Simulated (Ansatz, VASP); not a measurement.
# Two plane-wave programs on Si4C

```
Si C
1.0
     2.63749    1.52276    3.05391
    -2.63749    1.52276    3.05391
     0.00000   -3.04551    3.05391
Si C
4 1
Direct
  0.50000 0.50000 0.50000
  0.00000 0.00000 0.50000
  0.50000 0.00000 0.00000
  0.00000 0.50000 0.00000
  0.00000 0.00000 0.00000
```

Alike in both runs: task relaxation of cell and atoms; functional PBE; k mesh 6 × 6 × 6; occupations gaussian, width 0.1 eV; no spin polarisation.

|  | VASP | Ansatz |
| --- | --- | --- |
| version | VASP 6.6.1 | Ansatz 0.2.0 |
| potentials or method | VASP PAW PBE potentials, release 64 (Si, C), cutoff 600 eV | scalar-relativistic, plane waves, PAW |
| valence electrons in the cell | 20 | 20 |

VASP gave:

* gap on the k mesh at the Fermi level, each at its own relaxed structure (eV): none
* relaxed volume (Å³/atom): 13.11
* relaxed length of the cell vector where the two differ most in proportion (Å): 4.094

Problem. Which values does Ansatz return?

Solution. gap on the k mesh at the Fermi level, each at its own relaxed structure (eV): none; relaxed volume (Å³/atom): 13.17; relaxed length of the cell vector where the two differ most in proportion (Å): 4.099.

A gap of «none» marks a metal or a gap that the smearing closes.
